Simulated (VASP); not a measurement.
A run of VASP 6.6.1:

Contents of INCAR:

```
SYSTEM = Sc3Al
PREC = Accurate
ENCUT = 520
EDIFF = 1E-6
ISMEAR = -1
SIGMA = 0.1
LREAL = .FALSE.
LASPH = .TRUE.
NELM = 60
ALGO = Normal
ISIF = 2
LWAVE = .FALSE.
LCHARG = .FALSE.
GGA = B5
ALDAX = 1.0
AGGAX = 1.0
AGGAC = 1.0
ALDAC = 0.0
NBANDS = 26
```

File KPOINTS:

```
regular mesh
0
G
  5 5 5
  0 0 0
```

Contents of POSCAR:

```
Sc3Al
1.0
    4.4319878200      0.0000000000      0.0000000000
    0.0000000000      4.4319878200      0.0000000000
    0.0000000000      0.0000000000      4.4319878200
Sc Al
3 1
Direct
    0.5000000000      0.0000000000      0.5000000000
    0.0000000000      0.5000000000      0.5000000000
    0.5000000000      0.5000000000      0.0000000000
    0.0000000000      0.0000000000      0.0000000000
```

Potentials or basis: VASP PAW PBE potentials, release 64 (Sc_sv, Al).

The run is started by

```bash
$ cat potpaw_PBE.64/Sc_sv/POTCAR potpaw_PBE.64/Al/POTCAR > POTCAR
$ mpirun -np 1 vasp_std > vasp.out
```

Hardware: 1 thread of Intel Xeon 8259CL, on a shared host.

Task: Estimate the wall time of this run.

Result: It took 81 s on 1 thread of Intel Xeon 8259CL, with other jobs on the host, peak memory 0.2 GiB. Counts: scf iterations 13, k points 10.
